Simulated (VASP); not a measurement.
# K3H (P6/mmm) in VASP: notebook

Runs on K3H. Level: PBE. Tasks: single point.

All numbers are computed with VASP 6.6.1; they aren't measurements. Logs are shortened: lines on timing, memory, paths and dates and some standing lists are left out, and cuts for length are marked.

## (1) The cell of the first run

The structure is hexagonal, space group P6/mmm (No. 191). The conventional cell has a = 5.142 Å, b = 5.142 Å, c = 4.522 Å, α = 90.00°, β = 90.00°, γ = 120.00°. K (site symmetry -6m2) has 6 K at 2.97 Å and 6 H at 3.73 Å within 3.9 Å. Within 3.0 Å of K (site symmetry 6/mmm) lie 2 H at 2.26 Å and 6 K at 2.97 Å. H (site symmetry 6/mmm) has 2 K at 2.26 Å within 3.0 Å.

## (2) Single point, PBE

INCAR reads:

```
SYSTEM = K3H
ALGO     = Normal         ! electronic algorithm
EDIFF    = 1E-6           ! SCF threshold, eV
ENCUT    = 520            ! plane-wave cutoff, eV
GGA      = PE             ! functional
ISIF     = 2              ! what is computed and relaxed
ISMEAR   = 0              ! smearing method
LASPH    = .TRUE.         ! aspherical terms in the spheres
LCHARG   = .FALSE.        ! write CHGCAR
LREAL    = .FALSE.        ! projectors in reciprocal space
LWAVE    = .FALSE.        ! write WAVECAR
NBANDS   = 22             ! bands
NELM     = 100            ! most SCF steps
PREC     = Accurate       ! precision mode
SIGMA    = 0.1            ! smearing width, eV
```

KPOINTS reads:

```
k-points
0
G
  6 6 4
  0 0 0
```

POSCAR reads:

```
K3H
1.0
    5.1418126300      0.0000000000      0.0000000000
   -2.5709063100      4.4529403600      0.0000000000
    0.0000000000      0.0000000000      4.5216092600
K H
3 1
Direct
    0.3333333300      0.6666666700      0.5000000000
    0.6666666700      0.3333333300      0.5000000000
    0.0000000000      0.0000000000      0.5000000000
    0.0000000000      0.0000000000      0.0000000000
```

Potentials or basis: VASP PAW PBE potentials, release 64 (K_sv, H).

Launch:

```
> cat potpaw_PBE.64/K_sv/POTCAR potpaw_PBE.64/H/POTCAR > POTCAR
> mpirun -np 1 vasp_std > vasp.out
```

OUTCAR:

```text
SYSTEM = K3H
   EDIFF = 1E-6
   ENCUT = 520
   GGA = PE
   ISIF = 2
   ISMEAR = 0
   LASPH = .TRUE.
   LREAL = .FALSE.
   NELM = 100
   PREC = Accurate

 ion  position               nearest neighbor table
   1  0.333  0.667  0.500-   3 2.97   2 2.97   2 2.97   3 2.97   3 2.97   2 2.97
   2  0.667  0.333  0.500-   3 2.97   1 2.97   1 2.97   3 2.97   3 2.97   1 2.97
   3  0.000  0.000  0.500-   4 2.26   4 2.26   1 2.97   2 2.97   1 2.97   2 2.97   2 2.97   1 2.97

   4  0.000  0.000  0.000-   3 2.26   3 2.26

  LATTYP: Found a hexagonal cell.
 ALAT       =     5.1418126300
 C/A-ratio  =     0.8793804025

  Lattice vectors:

 A1 = (   5.1418126300,   0.0000000000,   0.0000000000)
 A2 = (  -2.5709063100,   4.4529403600,   0.0000000000)
 A3 = (   0.0000000000,   0.0000000000,   4.5216092600)

Analysis of symmetry for initial positions (statically):
=====================================================================
 Subroutine PRICEL returns:
 Original cell was already a primitive cell.

 Routine SETGRP: Setting up the symmetry group for a
 hexagonal supercell.

 Subroutine GETGRP returns: Found 24 space group operations
 (whereof 24 operations were pure point group operations)
 out of a pool of 24 trial point group operations.

The static configuration has the point symmetry D_6h.

Analysis of symmetry for dynamics (positions and initial velocities):
=====================================================================
 Subroutine PRICEL returns:
 Original cell was already a primitive cell.

 Routine SETGRP: Setting up the symmetry group for a
 hexagonal supercell.

 Subroutine GETGRP returns: Found 24 space group operations
 (whereof 24 operations were pure point group operations)
 out of a pool of 24 trial point group operations.

The dynamic configuration has the point symmetry D_6h.

 Subroutine INISYM returns: Found 24 space group operations
 (whereof 24 operations are pure point group operations),
 and found     1 'primitive' translations

----------------------------------------------------------------------------------------

                                     Primitive cell

  volume of cell :     103.5276

  direct lattice vectors                    reciprocal lattice vectors
     5.141812630  0.000000000  0.000000000     0.194483944  0.112285357  0.000000000
    -2.570906310  4.452940360  0.000000000     0.000000000  0.224570715  0.000000000
     0.000000000  0.000000000  4.521609260     0.000000000  0.000000000  0.221160198

  length of vectors
     5.141812630  5.141812628  4.521609260     0.224570715  0.224570715  0.221160198

  position of ions in fractional coordinates (direct lattice)
     0.333333330  0.666666670  0.500000000
     0.666666670  0.333333330  0.500000000
     0.000000000  0.000000000  0.500000000
     0.000000000  0.000000000  0.000000000

  ion indices of the primitive-cell ions
   primitive index   ion index
                 1           1
                 2           2
                 3           3
                 4           4

----------------------------------------------------------------------------------------

 KPOINTS: k-points

Automatic generation of k-mesh.
 Grid dimensions read from file:
 generate k-points for:    6    6    4

 Generating k-lattice:

  Cartesian coordinates                     Fractional coordinates (reciprocal lattice)
     0.032413991  0.018714226  0.000000000     0.166666667  0.000000000  0.000000000
     0.000000000  0.037428452  0.000000000     0.000000000  0.166666667  0.000000000
     0.000000000  0.000000000  0.055290050     0.000000000  0.000000000  0.250000000

  Length of vectors
     0.037428452  0.037428452  0.055290050

  Shift w.r.t. Gamma in fractional coordinates (k-lattice)
     0.000000000  0.000000000  0.000000000

 Subroutine IBZKPT returns following result:
 ===========================================

 Found     21 irreducible k-points:

 Following reciprocal coordinates:
            Coordinates               Weight
  0.000000  0.000000  0.000000      1.000000
  0.166667  0.000000  0.000000      6.000000
  0.333333  0.000000  0.000000      6.000000
  0.500000  0.000000  0.000000      3.000000
  0.166667  0.166667  0.000000      6.000000
  0.333333  0.166667  0.000000     12.000000
[... 13 lines left out ...]
  0.333333  0.166667  0.500000     12.000000
  0.333333  0.333333  0.500000      2.000000
   k-points           NKPTS =     21   k-points in BZ     NKDIM =     21   number of bands    NBANDS=     22
   number of dos      NEDOS =    301   number of ions     NIONS =      4
   total plane-waves  NPLWV =  57600
   dimension x,y,z NGX =    40 NGY =   40 NGZ =   36
   dimension x,y,z NGXF=    80 NGYF=   80 NGZF=   72
   ions per type =               3   1
   NGX,Y,Z   is equivalent  to a cutoff of  12.93, 12.93, 13.24 a.u.
   NGXF,Y,Z  is equivalent  to a cutoff of  25.87, 25.87, 26.47 a.u.
 SYSTEM =  K3H
   PREC   = accura    normal or accurate (medium, high low for compatibility)
   ISTART =      0    job   : 0-new  1-cont  2-samecut
   ICHARG =      2    charge: 1-file 2-atom 10-const
   ISPIN  =      1    spin polarized calculation?
   LNONCOLLINEAR =      F non collinear calculations
   LSORBIT =      F    spin-orbit coupling
   LASPH  =      T    aspherical Exc in radial PAW
   ENCUT  =  520.0 eV  38.22 Ry    6.18 a.u.   9.56  9.56  8.41*2*pi/ulx,y,z
   NELM   =    100;   NELMIN=  2; NELMDL= -5     # of ELM steps
   EDIFF  = 0.1E-05   stopping-criterion for ELM
   LREAL  =      F    real-space projection
   EDIFFG = 0.1E-04   stopping-criterion for IOM
   NSW    =      0    number of steps for IOM
   IBRION =     -1    ionic relax: 0-MD 1-quasi-New 2-CG
   NFREE  =      0    steps in history (QN), initial steepest desc. (CG)
   ISIF   =      2    stress and relaxation
   ISYM   =      2    0-nonsym 1-usesym 2-fastsym
   POTIM  = 0.5000    time-step for ionic-motion
   TEBEG  =    0.0;   TEEND  =   0.0 temperature during run
   PSTRESS=    0.0 pullay stress
   NELECT =      28.0000    total number of electrons
   NUPDOWN=      -1.0000    fix difference up-down
   EMIN   =  10.00;   EMAX   =-10.00  energy-range for DOS
   EFERMI =   0.00;   METHOD = LEGACY
   ISMEAR =     0;   SIGMA  =   0.10  broadening in eV -4-tet -1-fermi 0-gaus
   EFERMI_NEDOS =   21; number of points for ismear=-14 and -15
   IALGO  =     38    algorithm
   IMIX   =      4    mixing-type and parameters
     AMIX     =   0.40;   BMIX     =  1.00
     AMIX_MAG =   1.60;   BMIX_MAG =  1.00
  volume/ion in A,a.u.               =      25.88       174.66
  Fermi-wavevector in a.u.,A,eV,Ry     =   1.058706  2.000665 15.250210  1.120859
  Thomas-Fermi vector in A             =   2.194025
   LORBIT       =      0    0 simple, 1 ext, 2 COOP (PROOUT), +10 PAW based schemes
   GGA     = PE    functional components
   LHFCALC =     F    Hartree Fock is set to
   AEXX    =    0.0000 exact exchange contribution
   IVDW    =     0    specifies the selected vdW correction
   LEPSILON=     F    determine dielectric tensor
   LRPA    =     F    only Hartree local field effects (RPA)
 non-spin polarized calculation
 Gauss-broadening in eV      SIGMA  =   0.10
  energy-cutoff  :      520.00
  volume of cell :      103.53
 maximum number of plane-waves:      2837
 NGX is ok and might be reduce to    40
   NGX = 19   NGY = 19   NGZ = 17

 number of electron      28.0000000 magnetization

 Free energy of the ion-electron system (eV)
  ---------------------------------------------------
  ext. energy  EPLUGINS =         0.00000000
  ---------------------------------------------------
  free energy    TOTEN  =        -1.22318015 eV

  energy without entropy =       -1.20956301  energy(sigma->0) =       -1.21637158

 E-fermi :   2.5198     XC(G=0):  -7.9786

 val. band max:        2.4964260408   @ k =   0.3333   0.3333   0.5000
 cond. band min:       2.5484612954   @ k =   0.3333   0.1667   0.0000
 fundamental gap:      0.0520352546
 Fermi energy:         2.5197947585

 k-point     1 :       0.0000    0.0000    0.0000
  band No.  band energies     occupation
      1     -31.4353      2.00000
      2     -30.9730      2.00000
      3     -30.2711      2.00000
      4     -15.4374      2.00000
      5     -15.4374      2.00000
      6     -15.0447      2.00000
[... 14 lines left out ...]
     21       5.5322      0.00000
     22       5.8739      0.00000

 k-point     2 :       0.1667    0.0000    0.0000
  band No.  band energies     occupation
      1     -31.4010      2.00000
      2     -30.9975      2.00000
      3     -30.2868      2.00000
      4     -15.6366      2.00000
      5     -15.5409      2.00000
      6     -14.7887      2.00000
[... 14 lines left out ...]
     21       5.4815      0.00000
     22       6.3518      0.00000

 k-point     3 :       0.3333    0.0000    0.0000
  band No.  band energies     occupation
      1     -31.3144      2.00000
      2     -31.0621      2.00000
      3     -30.3208      2.00000
      4     -15.8485      2.00000
      5     -15.4468      2.00000
      6     -14.5323      2.00000
[... 14 lines left out ...]
     21       5.5502      0.00000
     22       5.6730      0.00000

 k-point     4 :       0.5000    0.0000    0.0000
  band No.  band energies     occupation
      1     -31.2436      2.00000
      2     -31.1206      2.00000
      3     -30.3392      2.00000
      4     -15.9258      2.00000
      5     -15.1797      2.00000
      6     -14.8566      2.00000
[... 14 lines left out ...]
     21       5.3618      0.00000
     22       5.4077      0.00000

 k-point     5 :       0.1667    0.1667    0.0000
  band No.  band energies     occupation
      1     -31.3402      2.00000
      2     -31.0417      2.00000
      3     -30.3124      2.00000
      4     -15.6994      2.00000
      5     -15.6210      2.00000
      6     -14.5411      2.00000
[... 342 lines left out ...]
 k-point    19 :       0.1667    0.1667    0.5000
  band No.  band energies     occupation
      1     -31.3379      2.00000
      2     -31.0400      2.00000
      3     -30.3091      2.00000
      4     -15.6923      2.00000
      5     -15.6137      2.00000
      6     -14.5721      2.00000
[... 14 lines left out ...]
     21       6.5383      0.00000
     22       6.8232      0.00000

 k-point    20 :       0.3333    0.1667    0.5000
  band No.  band energies     occupation
      1     -31.2482      2.00000
      2     -31.1105      2.00000
      3     -30.3375      2.00000
      4     -15.7745      2.00000
      5     -15.3953      2.00000
      6     -14.8465      2.00000
[... 14 lines left out ...]
     21       6.1156      0.00000
     22       7.3947      0.00000

 k-point    21 :       0.3333    0.3333    0.5000
  band No.  band energies     occupation
      1     -31.1751      2.00000
      2     -31.1751      2.00000
      3     -30.3492      2.00000
      4     -15.5639      2.00000
      5     -15.3037      2.00000
      6     -15.3037      2.00000
[... 14 lines left out ...]
     21       6.6132      0.00000
     22       6.6132      0.00000

------------------------ aborting loop because EDIFF is reached ----------------------------------------

  FORCE on cell =-STRESS in cart. coord.  units (eV):
  Direction    XX          YY          ZZ          XY          YZ          ZX
  --------------------------------------------------------------------------------------
  -------------------------------------------------------------------------------------
  Total       13.2388813     13.2388813     -1.3481231      0.0000000     -0.0000000      0.0000000
  in kB      204.8829010    204.8829011    -20.8633475      0.0000002     -0.0000000      0.0000000
  external PRESSURE =     129.6341515 kB  Pullay stress =       0.0000000 kB

 VOLUME and BASIS-vectors are now :
 -----------------------------------------------------------------------------
  energy-cutoff  :      520.00
  volume of cell :      103.53
      direct lattice vectors                 reciprocal lattice vectors
     5.141812630  0.000000000  0.000000000     0.194483944  0.112285357  0.000000000
    -2.570906310  4.452940360  0.000000000     0.000000000  0.224570715  0.000000000
     0.000000000  0.000000000  4.521609260     0.000000000  0.000000000  0.221160198

 POSITION                                       TOTAL-FORCE (eV/Angst)
 -----------------------------------------------------------------------------------
     -0.00000      2.96863      2.26080        -0.000000      0.000000      0.000000
      2.57091      1.48431      2.26080         0.000000      0.000000      0.000000
      0.00000      0.00000      2.26080        -0.000000      0.000000      0.000000
      0.00000      0.00000      0.00000        -0.000000      0.000000      0.000000
 -----------------------------------------------------------------------------------
    total drift:                                0.000000     -0.000000      0.000000

  FREE ENERGIE OF THE ION-ELECTRON SYSTEM (eV)
  ---------------------------------------------------
  free  energy   TOTEN  =        -1.2231801478 eV

  energy  without entropy=       -1.2095630102  energy(sigma->0) =       -1.21637158
```

Wall time 60 s (1 thread of Intel Xeon Platinum 8375C at 2.90GHz (Ice Lake), shared host); peak memory 0.24 GiB.

Results:

| Property | Result |
| --- | --- |
| Free energy | -1.2232 eV |
| Pressure | 13.0 GPa |
| Band gap on the k mesh | zero (band 14 reaches 2.65 eV, above the bottom of band 15 at 2.04 eV) |

Levels at points of the mesh, in eV from the Fermi level:
```tsv
k point	band 12	band 13	band 14	band 15	band 16	band 17
(0.00, 0.00, 0.00)	-15.93	-4.22	-0.58	1.54	2.58	2.58
(0.50, 0.00, 0.00)	-15.98	-3.44	-0.85	-0.05	1.42	1.70
(0.00, 0.00, 0.50)	-15.98	-2.73	-0.97	1.78	1.78	1.95
(0.50, 0.00, 0.50)	-16.09	-2.42	-0.13	0.22	0.27	1.58
```

(Continued in part 2 of 2.)
